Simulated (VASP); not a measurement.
Here is a VASP 6.6.1 calculation.

File INCAR:

```
  PREC = Accurate
  ENCUT = 520
  EDIFF = 1E-7
  ISMEAR = -1
  SIGMA = 0.06122561905347299
  LREAL = F
  LASPH = T
  NELM = 60
  ALGO = Normal
  ISIF = 2
  LWAVE = F
  LCHARG = F
  GGA = PE
  NBANDS = 8
```

File KPOINTS:

```
Automatic mesh
0
Gamma
  44 44 44
```

Contents of POSCAR:

```
P
1.0
    2.4765672242      0.0000000000      0.0000000000
    0.0000000000      2.4765672242      0.0000000000
    0.0000000000      0.0000000000      2.4765672242
P
1
Direct
    0.0000000000      0.0000000000      0.0000000000
```

Potentials or basis: VASP PAW PBE potentials, release 64 (P).

Command:

```bash
$ cat potpaw_PBE.64/P/POTCAR > POTCAR
$ mpirun -np 1 vasp_std > vasp.out
```

Estimate the pressure.

-3.8 GPa.

Predict the band gap on the k mesh.

zero (an odd number of electrons rules out a gap without spin polarisation).

Caveat: the cell stands under tension; an odd number of electrons without spin polarisation forces a metal; a magnetic or distorted state may lie lower.
